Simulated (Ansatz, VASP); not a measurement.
Two plane-wave programs on SnTe

The input POSCAR:

```
SnTe
1.0
    3.8918236295      0.0000000000      0.0000000000
    0.0000000000      3.8918236295      0.0000000000
    0.0000000000      0.0000000000      3.8918236295
Sn Te
1 1
Direct
    0.0000000000      0.0000000000      0.0000000000
    0.5000000000      0.5000000000      0.5000000000
```

Contents of INCAR.step1:

```
SYSTEM = SnTe
PREC     = Accurate       ! precision mode
ENCUT    = 520            ! plane-wave cutoff, eV
EDIFF    = 1E-5           ! SCF threshold, eV
ISMEAR   = -1             ! smearing method
SIGMA    = 0.02           ! smearing width, eV
LREAL    = .FALSE.        ! projectors in reciprocal space
LASPH    = .TRUE.         ! aspherical terms in the spheres
NELM     = 60             ! most SCF steps
ALGO     = Normal         ! electronic algorithm
ISIF     = 2              ! what is computed and relaxed
LWAVE    = .TRUE.         ! write WAVECAR
GGA      = PE             ! functional
NBANDS   = 17             ! bands
```

INCAR.step2

```
SYSTEM = SnTe
PREC     = Accurate       ! precision mode
ENCUT    = 520            ! plane-wave cutoff, eV
EDIFF    = 1E-7           ! SCF threshold, eV
ISMEAR   = -1             ! smearing method
SIGMA    = 0.02           ! smearing width, eV
LREAL    = .FALSE.        ! projectors in reciprocal space
LASPH    = .TRUE.         ! aspherical terms in the spheres
NELM     = 60             ! most SCF steps
ALGO     = Normal         ! electronic algorithm
ISIF     = 2              ! what is computed and relaxed
LWAVE    = .FALSE.        ! write WAVECAR
LCHARG   = .TRUE.         ! write CHGCAR
GGA      = PE             ! functional
LHFCALC  = .TRUE.         ! exact exchange
HFSCREEN = 0.2079         ! screening, 1/A
PRECFOCK = Normal       
LELF     = .TRUE.         ! ELF
LVHAR    = .TRUE.       
ISTART   = 1            
NBANDS   = 17             ! bands
```

Contents of KPOINTS:

```
regular mesh
0
G
  4 4 4
  0 0 0
```

Input for Ansatz:

```yaml
crystal:
  lattice:
    - [3.8918236295, 0.0, 0.0]
    - [0.0, 3.8918236295, 0.0]
    - [0.0, 0.0, 3.8918236295]
  atoms:
    - { symbol: Sn, position: [0.0, 0.0, 0.0] }
    - { symbol: Te, position: [0.5, 0.5, 0.5] }
kpoints:
  mp_grid: { grid: [4, 4, 4] }
hamiltonian:
  xc: hse06
scf:
  occupations: { method: fermi_dirac, width: 0.02 }
  n_extra_bands: 4
output:
  forces: true
  stress: true
  eigenvalues: true
```

Alike in both runs: task single point; functional HSE06; k mesh 4 × 4 × 4; occupations fermi-dirac, width 0.02 eV; no spin polarisation.

```csv
,VASP,Ansatz
version,VASP 6.6.1,Ansatz 0.2.0
potentials or method,"VASP PAW PBE potentials, release 64 (Sn_d, Te)","plane waves, PAW"
plane-wave cutoff (eV),520,420
valence electrons in the cell,20,30
```

Ansatz gave:

* pressure (GPa): -0.4

Problem. What did VASP give for the same quantities?

Solution. Pressure (GPa): -0.5.

With one functional, cell and mesh, what is left measures potentials, basis and numerics. VASP's potentials hold 20 valence electrons a cell and Ansatz's 30, so a difference there can come from the potentials and not from the codes. Ansatz's warnings: filled band counts differ across k points, stress exchange threshold loose, stress scf threshold loose.

The k mesh is coarse, so the values compare programs but aren't converged. Neither program's run includes spin-orbit coupling.
